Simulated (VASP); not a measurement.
# MgO (P6_3mc) in VASP: further runs

The runs below take MgO through single point, with LDA.

Program: VASP 6.6.1. These are calculated values, not measurements. Logs are shortened: lines on timing, memory, paths and dates and some standing lists are left out, and cuts for length are marked.

**1. The cell of the first run**

Symmetry: P6_3mc, No. 186, hexagonal system. The conventional cell has a = 3.204 Å, b = 3.204 Å, c = 5.310 Å, α = 90.00°, β = 90.00°, γ = 120.00°. Within 2.6 Å of Mg (site symmetry 3m) lie 4 O at 1.92 to 2.13 Å. O (site symmetry 3m) has 4 Mg at 1.92 to 2.13 Å within 2.6 Å.

**2. Single point, LDA**

INCAR reads:

```
SYSTEM = MgO
PREC = Accurate ; ENCUT = 750
EDIFF = 1E-6 ; ISMEAR = 0
SIGMA = 0.05 ; LREAL = .False.
LASPH = .True. ; NELM = 120
ALGO = Normal ; ISIF = 2
LWAVE = .False. ; LCHARG = .True.
LELF = .True. ; LVHAR = .True.
NBANDS = 24 ; GGA_COMPAT = .False.
```

KPOINTS reads:

```
regular mesh
0
Gamma
  9 9 6
  0 0 0
```

POSCAR reads:

```
MgO
1.0
    3.2043501923      0.0000000000      0.0000000000
   -1.6021750962      2.7750486692      0.0000000000
    0.0000000000      0.0000000000      5.3097698531
Mg O
2 2
Direct
    0.3333333333      0.6666666667      0.0021597400
    0.6666666667      0.3333333333      0.5021597400
    0.3333333333      0.6666666667      0.4024402600
    0.6666666667      0.3333333333      0.9024402600
```

Potentials or basis: VASP PAW LDA potentials, release 64 (Mg_sv, O).

The run is started by

```console
cat potpaw_LDA.64/Mg_sv/POTCAR potpaw_LDA.64/O/POTCAR > POTCAR
mpirun -np 1 vasp_std > vasp.out
```

OUTCAR:

```text
SYSTEM = MgO
   PREC = Accurate
   ENCUT = 750
   EDIFF = 1E-6
   ISMEAR = 0
   LREAL = .False.
   LASPH = .True.
   NELM = 120
   ISIF = 2

 ion  position               nearest neighbor table
   1  0.333  0.667  0.002-   4 1.92   4 1.92   4 1.92   3 2.13
   2  0.667  0.333  0.502-   3 1.92   3 1.92   3 1.92   4 2.13
   3  0.333  0.667  0.402-   2 1.92   2 1.92   2 1.92   1 2.13
   4  0.667  0.333  0.902-   1 1.92   1 1.92   1 1.92   2 2.13

  LATTYP: Found a hexagonal cell.
 ALAT       =     3.2043501923
 C/A-ratio  =     1.6570504266

  Lattice vectors:

 A1 = (   3.2043501923,   0.0000000000,   0.0000000000)
 A2 = (  -1.6021750962,   2.7750486692,   0.0000000000)
 A3 = (   0.0000000000,   0.0000000000,   5.3097698531)

Analysis of symmetry for initial positions (statically):
=====================================================================
 Subroutine PRICEL returns:
 Original cell was already a primitive cell.

 Routine SETGRP: Setting up the symmetry group for a
 hexagonal supercell.

 Subroutine GETGRP returns: Found 12 space group operations
 (whereof  6 operations were pure point group operations)
 out of a pool of 24 trial point group operations.

The static configuration has the point symmetry C_3v.
 The point group associated with its full space group is C_6v.

Analysis of symmetry for dynamics (positions and initial velocities):
=====================================================================
 Subroutine PRICEL returns:
 Original cell was already a primitive cell.

 Routine SETGRP: Setting up the symmetry group for a
 hexagonal supercell.

 Subroutine GETGRP returns: Found 12 space group operations
 (whereof  6 operations were pure point group operations)
 out of a pool of 24 trial point group operations.

The dynamic configuration has the point symmetry C_3v.
 The point group associated with its full space group is C_6v.

 Subroutine INISYM returns: Found 12 space group operations
 (whereof  6 operations are pure point group operations),
 and found     1 'primitive' translations

----------------------------------------------------------------------------------------

                                     Primitive cell

  volume of cell :      47.2157

  direct lattice vectors                    reciprocal lattice vectors
     3.204350192  0.000000000  0.000000000     0.312075753  0.180177020  0.000000000
    -1.602175096  2.775048669  0.000000000     0.000000000  0.360354040  0.000000000
     0.000000000  0.000000000  5.309769853     0.000000000  0.000000000  0.188332080

  length of vectors
[... 88 lines left out ...]
   EDIFFG = 0.1E-04   stopping-criterion for IOM
   NSW    =      0    number of steps for IOM
   IBRION =     -1    ionic relax: 0-MD 1-quasi-New 2-CG
   NFREE  =      0    steps in history (QN), initial steepest desc. (CG)
   ISIF   =      2    stress and relaxation
   ISYM   =      2    0-nonsym 1-usesym 2-fastsym
   POTIM  = 0.5000    time-step for ionic-motion
   TEBEG  =    0.0;   TEEND  =   0.0 temperature during run
   PSTRESS=    0.0 pullay stress
   NELECT =      32.0000    total number of electrons
   NUPDOWN=      -1.0000    fix difference up-down
   EMIN   =  10.00;   EMAX   =-10.00  energy-range for DOS
   EFERMI =   0.00;   METHOD = LEGACY
   ISMEAR =     0;   SIGMA  =   0.05  broadening in eV -4-tet -1-fermi 0-gaus
   EFERMI_NEDOS =   21; number of points for ismear=-14 and -15
   IALGO  =     38    algorithm
   IMIX   =      4    mixing-type and parameters
     AMIX     =   0.40;   BMIX     =  1.00
     AMIX_MAG =   1.60;   BMIX_MAG =  1.00
  volume/ion in A,a.u.               =      11.80        79.66
  Fermi-wavevector in a.u.,A,eV,Ry     =   1.438013  2.717450 28.135224  2.067881
  Thomas-Fermi vector in A             =   2.557027
   LORBIT       =      0    0 simple, 1 ext, 2 COOP (PROOUT), +10 PAW based schemes
   GGA     = CA    functional components
   LHFCALC =     F    Hartree Fock is set to
   AEXX    =    0.0000 exact exchange contribution
   IVDW    =     0    specifies the selected vdW correction
   LEPSILON=     F    determine dielectric tensor
   LRPA    =     F    only Hartree local field effects (RPA)
 non-spin polarized calculation
 Gauss-broadening in eV      SIGMA  =   0.05
  energy-cutoff  :      750.00
  volume of cell :       47.22
 maximum number of plane-waves:      2226
 NGX is ok and might be reduce to    30

 number of electron      31.9999984 magnetization

 Free energy of the ion-electron system (eV)
  ---------------------------------------------------
  ext. energy  EPLUGINS =         0.00000000
  ---------------------------------------------------
  free energy    TOTEN  =       -25.74188505 eV

  energy without entropy =      -25.74188505  energy(sigma->0) =      -25.74188505

 E-fermi :   0.6413     XC(G=0): -10.5298

 val. band max:        0.3823484396   @ k =   0.0000   0.0000   0.0000
 cond. band min:       3.9105338035   @ k =   0.0000   0.0000   0.0000
 fundamental gap:      3.5281853639
 Fermi energy:         0.6413280786

 k-point     1 :       0.0000    0.0000    0.0000
  band No.  band energies     occupation
      1     -70.2632      2.00000
      2     -70.2600      2.00000
      3     -37.8071      2.00000
      4     -37.7674      2.00000
      5     -37.7466      2.00000
      6     -37.7466      2.00000
[... 637 lines left out ...]
     23      13.7436      0.00000
     24      18.1924      0.00000

 [... further k-points ...]

------------------------ aborting loop because EDIFF is reached ----------------------------------------

  FORCE on cell =-STRESS in cart. coord.  units (eV):
  Direction    XX          YY          ZZ          XY          YZ          ZX
  --------------------------------------------------------------------------------------
  -------------------------------------------------------------------------------------
  Total        1.1309884      1.1309884     -3.6627898     -0.0000000      0.0000000      0.0000000
  in kB       38.3780114     38.3780114   -124.2900328     -0.0000000      0.0000000      0.0000000
  external PRESSURE =     -15.8446700 kB  Pullay stress =       0.0000000 kB

 VOLUME and BASIS-vectors are now :
 -----------------------------------------------------------------------------
  energy-cutoff  :      750.00
  volume of cell :       47.22
      direct lattice vectors                 reciprocal lattice vectors
     3.204350192  0.000000000  0.000000000     0.312075753  0.180177020  0.000000000
    -1.602175096  2.775048669  0.000000000     0.000000000  0.360354040  0.000000000
     0.000000000  0.000000000  5.309769853     0.000000000  0.000000000  0.188332080

 POSITION                                       TOTAL-FORCE (eV/Angst)
 -----------------------------------------------------------------------------------
     -0.00000      1.85003      0.01147        -0.000000      0.000000      0.711424
      1.60218      0.92502      2.66635        -0.000000     -0.000000      0.711424
     -0.00000      1.85003      2.13687        -0.000000      0.000000     -0.711424
      1.60218      0.92502      4.79175         0.000000     -0.000000     -0.711424
 -----------------------------------------------------------------------------------
    total drift:                               -0.000001      0.000000     -0.003050

  FREE ENERGIE OF THE ION-ELECTRON SYSTEM (eV)
  ---------------------------------------------------
  free  energy   TOTEN  =       -25.7418850477 eV

  energy  without entropy=      -25.7418850477  energy(sigma->0) =      -25.74188505
```

OSZICAR:

```text
N       E                     dE             d eps       ncg     rms          rms(c)
DAV:   1     0.398544006121E+03    0.39854E+03   -0.24721E+04  2328   0.195E+03
DAV:   2     0.659333328678E+01   -0.39195E+03   -0.37769E+03  2712   0.550E+02
DAV:   3    -0.269035903768E+02   -0.33497E+02   -0.32857E+02  3800   0.126E+02
DAV:   4    -0.300565163450E+02   -0.31529E+01   -0.31459E+01  2552   0.363E+01
DAV:   5    -0.301924802613E+02   -0.13596E+00   -0.13596E+00  2904   0.546E+00    0.132E+01
DAV:   6    -0.259178521517E+02    0.42746E+01   -0.12219E+01  2376   0.216E+01    0.447E+00
DAV:   7    -0.258134980669E+02    0.10435E+00   -0.49985E-01  2464   0.494E+00    0.248E+00
DAV:   8    -0.257436589882E+02    0.69839E-01   -0.12702E-01  2808   0.302E+00    0.386E-01
DAV:   9    -0.257416103885E+02    0.20486E-02   -0.75103E-03  2848   0.656E-01    0.117E-01
DAV:  10    -0.257418958063E+02   -0.28542E-03   -0.85650E-04  2832   0.210E-01    0.309E-02
DAV:  11    -0.257418910172E+02    0.47891E-05   -0.48996E-05  2840   0.652E-02    0.240E-02
DAV:  12    -0.257418850824E+02    0.59348E-05   -0.16239E-05  2736   0.427E-02    0.369E-03
DAV:  13    -0.257418850477E+02    0.34716E-07   -0.87657E-07  1600   0.892E-03
   1 F= -.25741885E+02 E0= -.25741885E+02  d E =-.135389E-15
```

stdout:

```text
POSCAR found type information on POSCAR MgO
 POSCAR found :  2 types and       4 ions
 scaLAPACK will be used
 LDA part: xc-table for (Slater(with rela. corr.)+CA(PZ))
 , standard interpolation
 POSCAR, INCAR and KPOINTS ok, starting setup
 FFT: planning ... GRIDC
 FFT: planning ... GRID_SOFT
 FFT: planning ... GRID
 WAVECAR not read
 entering main loop
```

Wall time 39 s (1 thread of Intel Xeon 6975P-C (Granite Rapids), shared host); peak memory 0.2 GiB.

Results:

```
Free energy            : -25.7419 eV
Pressure               : -1.6 GPa
Largest force          : 0.711 eV/Å
Band gap on the k mesh : 3.53 eV
```

Forces on the atoms (eV/Å):
```
Mg   0.000  0.000  0.711
Mg   0.000  0.000  0.711
O    0.000  0.000 -0.711
O    0.000  0.000 -0.711
```

Caveat: an odd mesh through Γ misses points on the zone boundary, where band edges can lie.

**3. Single point, LDA**

This run uses another cell than the first one, of the same volume but with other edges.

INCAR reads:

```
PREC = Accurate
ENCUT = 750
EDIFF = 1E-6
ISMEAR = 0
SIGMA = 0.05
LREAL = F
LASPH = T
NELM = 120
ALGO = Normal
ISIF = 2
LWAVE = F
LCHARG = F
NBANDS = 24
GGA_COMPAT = F
```

KPOINTS reads:

```
Automatic mesh
0
Gamma
  9 9 6
```

POSCAR reads:

```
MgO
1.0
    3.2544262524      0.0000000000      0.0000000000
   -1.6272131262      2.8184158093      0.0000000000
    0.0000000000      0.0000000000      5.1476234821
Mg O
2 2
Direct
    0.3333333333      0.6666666667      0.0021597400
    0.6666666667      0.3333333333      0.5021597400
    0.3333333333      0.6666666667      0.4024402600
    0.6666666667      0.3333333333      0.9024402600
```

Potentials or basis: VASP PAW LDA potentials, release 64 (Mg_sv, O).

The run is started by

```console
cat potpaw_LDA.64/Mg_sv/POTCAR potpaw_LDA.64/O/POTCAR > POTCAR
mpirun -np 1 vasp_std > vasp.out
```

It took 38 s on 1 thread of Intel Xeon 6975P-C (Granite Rapids), shared host; peak memory 0.21 GiB.

The run converged. Its results:

- Free energy: -25.8548 eV
- Pressure: -3.2 GPa
- Largest force: 0.437 eV/Å
- Band gap on the k mesh: 3.45 eV

Forces in eV/Å, atoms in the order of the input:
```
Mg   0.000  0.000  0.437
Mg   0.000  0.000  0.437
O    0.000  0.000 -0.437
O    0.000  0.000 -0.437
```

Stress tensor (GPa, compression positive):
```
-0.45  0.00  0.00
 0.00 -0.45  0.00
 0.00  0.00 -8.83
```

Levels at points of the mesh, in eV from the valence-band top:
```tsv
k point	band 14	band 15	band 16	band 17	band 18	band 19
(0.00, 0.00, 0.00)	-0.35	-0.35	0.00	3.45	8.50	9.95
(0.00, 0.00, 0.50)	-0.49	-0.49	-0.49	5.93	5.93	12.74
```

Caveat: the cell stands under tension; an odd mesh through Γ misses points on the zone boundary, where band edges can lie.

**4. Single point, LDA**

This run uses another cell than the first one, of the same volume but with other edges.

INCAR reads:

```
  PREC = Accurate
  ENCUT = 750
  EDIFF = 1E-6
  ISMEAR = 0
  SIGMA = 0.05
  LREAL = False
  LASPH = True
  NELM = 120
  ALGO = Normal
  ISIF = 2
  LWAVE = False
  LCHARG = True
  LELF = True
  LVHAR = True
  NBANDS = 24
  GGA_COMPAT = False
```

KPOINTS is that of step 3.

POSCAR reads:

```
MgO
1.0
    3.3531047684      0.0000000000      0.0000000000
   -1.6765523842      2.9038739109      0.0000000000
    0.0000000000      0.0000000000      4.8491028539
Mg O
2 2
Direct
    0.3333333333      0.6666666667      0.0021597400
    0.6666666667      0.3333333333      0.5021597400
    0.3333333333      0.6666666667      0.4024402600
    0.6666666667      0.3333333333      0.9024402600
```

The run is started by

```console
cat potpaw_LDA.64/Mg_sv/POTCAR potpaw_LDA.64/O/POTCAR > POTCAR
mpirun -np 1 vasp_std > vasp.out
```

Run time: 64 s. Hardware: 1 thread of AMD EPYC 7R13 (Zen 3), shared host; peak memory 0.18 GiB.

Results (log left out):

* Free energy: -25.8603 eV
* Pressure: -4.5 GPa
* Largest force: 0.417 eV/Å
* Band gap on the k mesh: 3.31 eV

Forces in eV/Å, atoms in the order of the input:
```
Mg   0.000  0.000 -0.417
Mg   0.000  0.000 -0.417
O    0.000  0.000  0.417
O    0.000  0.000  0.417
```

Stress tensor (GPa, compression positive):
```
-7.21  0.00  0.00
 0.00 -7.21  0.00
 0.00  0.00  0.90
```

Levels at points of the mesh, in eV from the valence-band top:
```tsv
k point	band 14	band 15	band 16	band 17	band 18	band 19
(0.00, 0.00, 0.00)	-0.51	-0.51	0.00	3.31	8.24	10.36
(0.00, 0.00, 0.50)	-0.72	-0.72	-0.72	5.83	5.83	13.22
```

Caveat: the cell stands under tension; an odd mesh through Γ misses points on the zone boundary, where band edges can lie.

(Part 1 of 2 ends here.)
